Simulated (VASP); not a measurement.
## Se: single point with r2SCAN

Crystal: Se.

```
CELL_PARAMETERS angstrom
0.00000 3.83572 0.00000
3.49981 -1.91786 0.06312
-0.16682 0.00000 -5.16404
ATOMIC_POSITIONS crystal
Se 0.29834 0.59668 0.34659
Se 0.70166 0.40332 0.65341
Se 0.00000 0.00000 0.00000
```

| Property | Result |
| --- | --- |
| Program | VASP 6.6.1 |
| Task | single point |
| Functional | r2SCAN |
| Potentials or basis | VASP PAW PBE potentials, release 64 (Se) |
| Cutoff | 520 eV |
| k mesh | 5 × 5 × 5 |
| Occupations | fermi-dirac, width 0.1 eV |
| Spin | no spin polarisation |
| Dipole correction | no |
| Further INCAR settings | ALGO = Normal; EDIFF = 1e-06; NBANDS = 16 |

| Property | Result |
| --- | --- |
| Pressure | -0.1 GPa |
| Largest force | 0.010 eV/Å |
| Band gap on the k mesh | zero (bands 9 and 10 overlap by 0.30 eV) |

Forces in eV/Å, atoms in the order of the input:
```
Se   0.009  0.000 -0.004
Se  -0.009  0.000  0.004
Se   0.000  0.000  0.000
```

Levels at points of the mesh, in eV from the Fermi level:
```
           k point  band 6  band 7  band 8  band 9  band 10  band 11  band 12  band 13
(0.00, 0.00, 0.00)   -2.81   -2.41   -1.89   -1.29     0.96     1.09     1.75     6.24
```

Wall time 69 s on 1 thread of Intel(R) Xeon(R) 6975P-C (Granite Rapids) (shared host), peak memory 0.2 GiB.

Caveat: the k points lie up to 0.37 Å⁻¹ apart; the PAW data sets were made with another functional, which shifts forces and pressure a little.
